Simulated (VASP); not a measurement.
# HfC (I4/mmm) in VASP: notebook

HfC is run at these levels: PBEsol; tasks: single point.

All numbers are computed with VASP 6.6.1; they aren't measurements. Logs are shortened: lines on timing, memory, paths and dates and some standing lists are left out, and cuts for length are marked.

**1. The cell of the first run**

It takes space group I4/mmm (No. 139, tetragonal). The conventional cell has a = 3.222 Å, b = 3.222 Å, c = 4.650 Å, α = 90.00°, β = 90.00°, γ = 90.00°. Hf (site symmetry 4/mmm) has 6 C at 2.28 to 2.33 Å within 3.0 Å. C (site symmetry 4/mmm) has 6 Hf at 2.28 to 2.33 Å within 3.0 Å.

**2. Single point, PBEsol (equal xx and yy strain of -2 %)**

INCAR reads:

```
SYSTEM = HfC
PREC = Accurate
ENCUT = 520
EDIFF = 1E-6
ISMEAR = -1
SIGMA = 0.05
LREAL = .FALSE.
LASPH = .TRUE.
NELM = 80
ALGO = Normal
ISIF = 2
LWAVE = .FALSE.
LCHARG = .FALSE.
GGA = PS
NBANDS = 14
```

KPOINTS reads:

```
regular mesh
0
G
  15 15 15
  0 0 0
```

POSCAR reads:

```
HfC
1.0
    0.0000000000      2.2785000000      2.3250000000
    2.2785000000      0.0000000000      2.3250000000
    2.2785000000      2.2785000000      0.0000000000
Hf C
1 1
Direct
    0.5000000000      0.5000000000      0.5000000000
    0.0000000000      0.0000000000      0.0000000000
```

Potentials or basis: VASP PAW PBE potentials, release 64 (Hf_pv, C).

The run is started by

```console
> cat potpaw_PBE.64/Hf_pv/POTCAR potpaw_PBE.64/C/POTCAR > POTCAR
> mpirun -np 1 vasp_std > vasp.out
```

OUTCAR:

```text
SYSTEM = HfC
   PREC = Accurate
   ENCUT = 520
   EDIFF = 1E-6
   ISMEAR = -1
   LREAL = .FALSE.
   LASPH = .TRUE.
   NELM = 80
   ISIF = 2
   GGA = PS

 ion  position               nearest neighbor table
   1  0.500  0.500  0.500-   2 2.28   2 2.28   2 2.28   2 2.28   2 2.33   2 2.33
   2  0.000  0.000  0.000-   1 2.28   1 2.28   1 2.28   1 2.28   1 2.33   1 2.33

  LATTYP: Found a body centered tetragonal cell.
 ALAT       =     3.2222856019
 C/A-ratio  =     1.4430750636

  Lattice vectors:

 A1 = (  -2.2785000000,   0.0000000000,   2.3250000000)
 A2 = (   2.2785000000,   0.0000000000,   2.3250000000)
 A3 = (   0.0000000000,   2.2785000000,  -2.3250000000)

Analysis of symmetry for initial positions (statically):
=====================================================================
 Subroutine PRICEL returns:
 Original cell was already a primitive cell.

 Routine SETGRP: Setting up the symmetry group for a
 body centered tetragonal supercell.

 Subroutine GETGRP returns: Found 16 space group operations
 (whereof 16 operations were pure point group operations)
 out of a pool of 16 trial point group operations.

The static configuration has the point symmetry D_4h.

Analysis of symmetry for dynamics (positions and initial velocities):
=====================================================================
 Subroutine PRICEL returns:
 Original cell was already a primitive cell.

 Routine SETGRP: Setting up the symmetry group for a
 body centered tetragonal supercell.

 Subroutine GETGRP returns: Found 16 space group operations
 (whereof 16 operations were pure point group operations)
 out of a pool of 16 trial point group operations.

The dynamic configuration has the point symmetry D_4h.

 Subroutine INISYM returns: Found 16 space group operations
 (whereof 16 operations are pure point group operations),
 and found     1 'primitive' translations

----------------------------------------------------------------------------------------

                                     Primitive cell

  volume of cell :      24.1408

  direct lattice vectors                    reciprocal lattice vectors
     0.000000000  2.278500000  2.325000000    -0.219442616  0.219442616  0.215053763
     2.278500000  0.000000000  2.325000000     0.219442616 -0.219442616  0.215053763
     2.278500000  2.278500000  0.000000000     0.219442616  0.219442616 -0.215053763

  length of vectors
     3.255332126  3.255332126  3.222285602     0.377568860  0.377568860  0.377568860

  position of ions in fractional coordinates (direct lattice)
     0.500000000  0.500000000  0.500000000
     0.000000000  0.000000000  0.000000000

  ion indices of the primitive-cell ions
   primitive index   ion index
                 1           1
                 2           2

----------------------------------------------------------------------------------------

 KPOINTS: regular mesh

Automatic generation of k-mesh.
 Grid dimensions read from file:
 generate k-points for:   15   15   15

 Generating k-lattice:

  Cartesian coordinates                     Fractional coordinates (reciprocal lattice)
    -0.014629508  0.014629508  0.014336918     0.066666667  0.000000000  0.000000000
     0.014629508 -0.014629508  0.014336918     0.000000000  0.066666667  0.000000000
     0.014629508  0.014629508 -0.014336918     0.000000000  0.000000000  0.066666667

  Length of vectors
     0.025171257  0.025171257  0.025171257

  Shift w.r.t. Gamma in fractional coordinates (k-lattice)
     0.000000000  0.000000000  0.000000000

 Subroutine IBZKPT returns following result:
 ===========================================

 Found    288 irreducible k-points:

 Following reciprocal coordinates:
            Coordinates               Weight
  0.000000  0.000000  0.000000      1.000000
  0.066667 -0.000000  0.000000      8.000000
  0.133333  0.000000  0.000000      8.000000
  0.200000  0.000000  0.000000      8.000000
  0.266667  0.000000  0.000000      8.000000
  0.333333 -0.000000  0.000000      8.000000
[... 16 lines left out ...]
  0.133333  0.133333  0.000000      2.000000
  0.200000  0.133333  0.000000      8.000000
 [... further k-points ...]
   k-points           NKPTS =    288   k-points in BZ     NKDIM =    288   number of bands    NBANDS=     14
   number of dos      NEDOS =    301   number of ions     NIONS =      2
   total plane-waves  NPLWV =  13824
   dimension x,y,z NGX =    24 NGY =   24 NGZ =   24
   dimension x,y,z NGXF=    48 NGYF=   48 NGZF=   48
   ions per type =               1   1
   NGX,Y,Z   is equivalent  to a cutoff of  12.26, 12.26, 12.38 a.u.
   NGXF,Y,Z  is equivalent  to a cutoff of  24.51, 24.51, 24.76 a.u.
 SYSTEM =  HfC
   PREC   = accura    normal or accurate (medium, high low for compatibility)
   ISTART =      0    job   : 0-new  1-cont  2-samecut
   ICHARG =      2    charge: 1-file 2-atom 10-const
   ISPIN  =      1    spin polarized calculation?
   LNONCOLLINEAR =      F non collinear calculations
   LSORBIT =      F    spin-orbit coupling
   LASPH  =      T    aspherical Exc in radial PAW
   ENCUT  =  520.0 eV  38.22 Ry    6.18 a.u.   6.05  6.05  5.99*2*pi/ulx,y,z
   NELM   =     80;   NELMIN=  2; NELMDL= -5     # of ELM steps
   EDIFF  = 0.1E-05   stopping-criterion for ELM
   LREAL  =      F    real-space projection
   EDIFFG = 0.1E-04   stopping-criterion for IOM
   NSW    =      0    number of steps for IOM
   IBRION =     -1    ionic relax: 0-MD 1-quasi-New 2-CG
   NFREE  =      0    steps in history (QN), initial steepest desc. (CG)
   ISIF   =      2    stress and relaxation
   ISYM   =      2    0-nonsym 1-usesym 2-fastsym
   POTIM  = 0.5000    time-step for ionic-motion
   TEBEG  =    0.0;   TEEND  =   0.0 temperature during run
   PSTRESS=    0.0 pullay stress
   NELECT =      14.0000    total number of electrons
   NUPDOWN=      -1.0000    fix difference up-down
   EMIN   =  10.00;   EMAX   =-10.00  energy-range for DOS
   EFERMI =   0.00;   METHOD = LEGACY
   ISMEAR =    -1;   SIGMA  =   0.05  broadening in eV -4-tet -1-fermi 0-gaus
   EFERMI_NEDOS =   21; number of points for ismear=-14 and -15
   IALGO  =     38    algorithm
   IMIX   =      4    mixing-type and parameters
     AMIX     =   0.40;   BMIX     =  1.00
     AMIX_MAG =   1.60;   BMIX_MAG =  1.00
  volume/ion in A,a.u.               =      12.07        81.45
  Fermi-wavevector in a.u.,A,eV,Ry     =   1.365213  2.579879 25.358638  1.863807
  Thomas-Fermi vector in A             =   2.491461
   LORBIT       =      0    0 simple, 1 ext, 2 COOP (PROOUT), +10 PAW based schemes
   GGA     = PS    functional components
   LHFCALC =     F    Hartree Fock is set to
   AEXX    =    0.0000 exact exchange contribution
   IVDW    =     0    specifies the selected vdW correction
   LEPSILON=     F    determine dielectric tensor
   LRPA    =     F    only Hartree local field effects (RPA)
 non-spin polarized calculation
  energy-cutoff  :      520.00
  volume of cell :       24.14
 maximum number of plane-waves:       662
   NGX = 13   NGY = 13   NGZ = 11

 number of electron      14.0000001 magnetization

 Free energy of the ion-electron system (eV)
  ---------------------------------------------------
  ext. energy  EPLUGINS =         0.00000000
  ---------------------------------------------------
  free energy    TOTEN  =       -22.18454397 eV

  energy without entropy =      -22.18189836  energy(sigma->0) =      -22.18322116

 E-fermi :   6.0891     XC(G=0): -12.6198

 val. band max:        6.0748306806   @ k =   0.4667   0.0000   0.4667
 cond. band min:       6.1095965670   @ k =   0.4667  -0.0000   0.4000
 fundamental gap:      0.0347658864
 Fermi energy:         6.0890611224

 k-point     1 :       0.0000    0.0000    0.0000
  band No.  band energies     occupation
      1     -23.1980      2.00000
      2     -23.1751      2.00000
      3     -23.1751      2.00000
      4      -6.3746      2.00000
      5       7.0926      0.00000
      6       7.2076      0.00000
      7       7.2077      0.00000
      8       7.3252      0.00000
      9       7.5524      0.00000
     10       7.5524      0.00000
     11       9.4323      0.00000
     12       9.7495      0.00000
     13      13.4814      0.00000
     14      17.1874      0.00000

 k-point     2 :       0.0667   -0.0000    0.0000
  band No.  band energies     occupation
      1     -23.2234      2.00000
      2     -23.1910      2.00000
      3     -23.1780      2.00000
      4      -6.2540      2.00000
      5       6.2919      0.03403
      6       6.5084      0.00046
      7       6.6191      0.00005
      8       7.6796      0.00000
      9       7.7922      0.00000
     10       8.0732      0.00000
     11      10.0209      0.00000
     12      10.3416      0.00000
     13      13.7335      0.00000
     14      17.5228      0.00000

 k-point     3 :       0.1333    0.0000    0.0000
  band No.  band energies     occupation
      1     -23.3244      2.00000
      2     -23.2053      2.00000
      3     -23.1863      2.00000
      4      -5.9038      2.00000
      5       5.1253      2.00000
      6       5.6148      1.99985
      7       5.7186      1.99879
      8       8.0830      0.00000
      9       8.1695      0.00000
     10       8.5247      0.00000
     11      11.2383      0.00000
     12      11.5822      0.00000
     13      14.3793      0.00000
     14      18.4469      0.00000
[... 324 lines left out ...]
 k-point    23 :       0.1333    0.1333    0.0000
  band No.  band energies     occupation
      1     -23.3267      2.00000
      2     -23.2179      2.00000
      3     -23.2179      2.00000
      4      -5.8084      2.00000
      5       4.3000      2.00000
      6       6.1565      0.41182
      7       6.1565      0.41182
      8       6.5814      0.00011
      9       9.4474      0.00000
     10       9.4474      0.00000
     11      10.0151      0.00000
     12      12.1248      0.00000
     13      14.7956      0.00000
     14      18.7710      0.00000

 k-point    24 :       0.2000    0.1333    0.0000
  band No.  band energies     occupation
      1     -23.4165      2.00000
      2     -23.2384      2.00000
      3     -23.2365      2.00000
      4      -5.4557      2.00000
      5       3.5435      2.00000
      6       5.4269      2.00000
      7       5.7782      1.99601
      8       6.8206      0.00000
      9       9.6948      0.00000
     10       9.9586      0.00000
     11      10.8862      0.00000
     12      12.8942      0.00000
     13      15.6404      0.00000
     14      19.7124      0.00000

 [... further k-points ...]

------------------------ aborting loop because EDIFF is reached ----------------------------------------

  FORCE on cell =-STRESS in cart. coord.  units (eV):
  Direction    XX          YY          ZZ          XY          YZ          ZX
  --------------------------------------------------------------------------------------
  -------------------------------------------------------------------------------------
  Total        0.9233047      0.9233047     -0.4384848      0.0000000      0.0000000      0.0000000
  in kB       61.2780069     61.2780069    -29.1014172      0.0000000      0.0000000      0.0000000
  external PRESSURE =      31.1515322 kB  Pullay stress =       0.0000000 kB

 VOLUME and BASIS-vectors are now :
 -----------------------------------------------------------------------------
  energy-cutoff  :      520.00
  volume of cell :       24.14
      direct lattice vectors                 reciprocal lattice vectors
     0.000000000  2.278500000  2.325000000    -0.219442616  0.219442616  0.215053763
     2.278500000  0.000000000  2.325000000     0.219442616 -0.219442616  0.215053763
     2.278500000  2.278500000  0.000000000     0.219442616  0.219442616 -0.215053763

 POSITION                                       TOTAL-FORCE (eV/Angst)
 -----------------------------------------------------------------------------------
      2.27850      2.27850      2.32500         0.000000     -0.000000      0.000000
      0.00000      0.00000      0.00000        -0.000000      0.000000      0.000000
 -----------------------------------------------------------------------------------
    total drift:                                0.000000     -0.000000      0.000000

  FREE ENERGIE OF THE ION-ELECTRON SYSTEM (eV)
  ---------------------------------------------------
  free  energy   TOTEN  =       -22.1845439693 eV

  energy  without entropy=      -22.1818983551  energy(sigma->0) =      -22.18322116
```

It took 1.7 min on 1 thread of AMD EPYC 7R13, shared host; peak memory 0.19 GiB.

Results:

| Property | Result |
| --- | --- |
| Free energy | -22.1845 eV |
| Pressure | 3.1 GPa |
| Band gap on the k mesh | zero (band 7 reaches 7.21 eV, above the bottom of band 8 at 5.67 eV) |

Caveat: the cell differs from its parent crystal (equal xx and yy strain of -2 %); the PAW data sets were made with another functional, which shifts forces and pressure a little; spin-orbit coupling is left out, which moves the levels of the heavy elements.

**3. Single point, PBEsol (equal xx and yy strain of +1 %)**

INCAR reads:

```
PREC = Accurate
ENCUT = 520
EDIFF = 1E-7
ISMEAR = -1
SIGMA = 0.05
LREAL = False
LASPH = True
NELM = 80
ALGO = Normal
ISIF = 2
LWAVE = False
LCHARG = True
GGA = PS
LELF = True
LVHAR = True
NBANDS = 14
```

KPOINTS reads:

```
Automatic mesh
0
Gamma
  15 15 15
```

POSCAR reads:

```
HfC
1.0
    0.0000000000      2.3482500000      2.3250000000
    2.3482500000      0.0000000000      2.3250000000
    2.3482500000      2.3482500000      0.0000000000
Hf C
1 1
Direct
    0.5000000000      0.5000000000      0.5000000000
    0.0000000000      0.0000000000      0.0000000000
```

Potentials or basis: VASP PAW PBE potentials, release 64 (Hf_pv, C).

The run is started by

```console
> cat potpaw_PBE.64/Hf_pv/POTCAR potpaw_PBE.64/C/POTCAR > POTCAR
> mpirun -np 1 vasp_std > vasp.out
```

Wall time 2.9 min (1 thread of AMD EPYC 7R13, shared host); peak memory 0.22 GiB.

Results (log left out):

- Free energy: -22.1496 eV
- Pressure: -11.3 GPa
- Band gap on the k mesh: zero (band 7 reaches 6.70 eV, above the bottom of band 8 at 5.17 eV)

Stress tensor (GPa, compression positive):
```
-12.43   0.00   0.00
  0.00 -12.43   0.00
  0.00   0.00  -8.93
```

Levels at points of the mesh, in eV from the Fermi level:
```
           k point  band 3  band 4  band 5  band 6  band 7  band 8  band 9  band 10  band 11  band 12
(0.00, 0.00, 0.00)  -29.56  -12.16    1.03    1.03    1.08    1.34    1.34     1.44     3.27     3.39
```

Caveat: the cell differs from its parent crystal (equal xx and yy strain of +1 %); the PAW data sets were made with another functional, which shifts forces and pressure a little; spin-orbit coupling is left out, which moves the levels of the heavy elements.

**4. Single point, PBEsol (equal xx and yy strain of +3 %)**

INCAR reads:

```
  PREC = Accurate
  ENCUT = 520
  EDIFF = 1E-7
  ISMEAR = -1
  SIGMA = 0.05
  LREAL = F
  LASPH = T
  NELM = 60
  ALGO = Normal
  ISIF = 2
  LWAVE = F
  LCHARG = T
  GGA = PS
  LELF = T
  LVHAR = T
  NBANDS = 14
```

KPOINTS reads:

```
regular mesh
0
Gamma
  15 15 15
```

POSCAR reads:

```
HfC
1.0
    0.0000000000      2.3947500000      2.3250000000
    2.3947500000      0.0000000000      2.3250000000
    2.3947500000      2.3947500000      0.0000000000
Hf C
1 1
Direct
    0.5000000000      0.5000000000      0.5000000000
    0.0000000000      0.0000000000      0.0000000000
```

The run is started by

```console
> cat potpaw_PBE.64/Hf_pv/POTCAR potpaw_PBE.64/C/POTCAR > POTCAR
> mpirun -np 1 vasp_std > vasp.out
```

It took 3 min on 1 thread of AMD EPYC 7R13, shared host; peak memory 0.22 GiB.

It converged, with:

* Free energy: -22.0402 eV
* Pressure: -18.4 GPa
* Band gap on the k mesh: zero (band 7 reaches 6.44 eV, above the bottom of band 8 at 4.80 eV)

Stress tensor (GPa, compression positive):
```
-21.45   0.00   0.00
  0.00 -21.45   0.00
  0.00   0.00 -12.40
```

Levels at points of the mesh, in eV from the Fermi level:
```tsv
k point	band 3	band 4	band 5	band 6	band 7	band 8	band 9	band 10	band 11	band 12
(0.00, 0.00, 0.00)	-29.74	-11.98	0.97	0.97	1.09	1.24	1.24	1.53	3.01	3.29
```

Caveat: the cell differs from its parent crystal (equal xx and yy strain of +3 %); the PAW data sets were made with another functional, which shifts forces and pressure a little; spin-orbit coupling is left out, which moves the levels of the heavy elements.

**5. Overview**

```csv
cell,gap on the mesh (eV),pressure (GPa)
"a = 3.255, b = 3.255, c = 3.222 Å, angles 60.3, 60.3, 59.3°, 2 atoms",none,3.1
"a = 3.305, b = 3.305, c = 3.321 Å, angles 59.8, 59.8, 60.3°, 2 atoms",none,-11.3
"a = 3.338, b = 3.338, c = 3.387 Å, angles 59.5, 59.5, 61.0°, 2 atoms",none,-18.4
```

Alike in all rows: task single point; level PBEsol; potentials or basis VASP PAW PBE potentials, release 64 (Hf_pv, C); no spin polarisation; k mesh 15 × 15 × 15; cutoff (eV) 520; smearing fermi-dirac 0.05 eV.

Caveats: the PAW data sets were made with another functional, which shifts forces and pressure a little; spin-orbit coupling is left out, which moves the levels of the heavy elements.

Absolute energies hang on the potentials; compare differences alone.
